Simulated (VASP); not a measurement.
Wanted: the native input for a VASP 6.6.1 run.

```
Task                   : single point
Functional             : RPBE
Potentials or basis    : VASP PAW PBE potentials, release 64 (Fe)
Cutoff                 : 600 eV
k mesh                 : 13 × 13 × 13
Occupations            : methfessel-paxton, width 0.01 eV
Spin                   : collinear spin, ferromagnetic start
Starting moments       : [3.19] μB
Hubbard terms          : Fe d U = 4.5 eV
Dipole correction      : no
Further INCAR settings : ALGO = Normal; EDIFF = 1e-06; NBANDS = 14
```

The structure of Fe lies in POSCAR:

```
Fe
1.0
   -1.4430000000      1.4430000000      1.4430000000
    1.4430000000     -1.4430000000      1.4430000000
    1.4430000000      1.4430000000     -1.4430000000
Fe
1
Direct
    0.0000000000      0.0000000000      0.0000000000
```

The input as run:

INCAR

```
SYSTEM = Fe
  PREC = Accurate
  ENCUT = 600
  EDIFF = 1E-6
  ISMEAR = 1
  SIGMA = 0.01
  LREAL = .FALSE.
  LASPH = .TRUE.
  NELM = 200
  ALGO = Normal
  ISIF = 2
  LWAVE = .FALSE.
  LCHARG = .FALSE.
  ISPIN = 2
  MAGMOM = 3.19
  LORBIT = 11
  LMAXMIX = 4
  LDAU = .TRUE.
  LDAUTYPE = 2
  LDAUL = 2
  LDAUU = 4.5
  LDAUJ = 0
  LDAUPRINT = 1
  GGA = RP
  NBANDS = 14
  GGA_COMPAT = .FALSE.
```

KPOINTS

```
Automatic mesh
0
G
  13 13 13
  0 0 0
```

Potentials or basis: VASP PAW PBE potentials, release 64 (Fe).

The run is started by

```sh
$ cat potpaw_PBE.64/Fe/POTCAR > POTCAR
$ mpirun -np 1 vasp_std > vasp.out
```

Results of the run:

```
Pressure                                              : 17.7 GPa
Net moment                                            : 2.93 μB per cell
Site moments                                          : Fe +3.05 μB
Valence electrons inside the program's atomic spheres : Fe 7.19
```

Caveat: the cell stands under pressure; the PAW data sets were made with another functional, which shifts forces and pressure a little; the U is typed as a test and isn't derived for this compound.

Wall time 31 s on 1 thread of Intel(R) Xeon(R) Platinum 8488C (Sapphire Rapids) (shared host), peak memory 0.15 GiB.
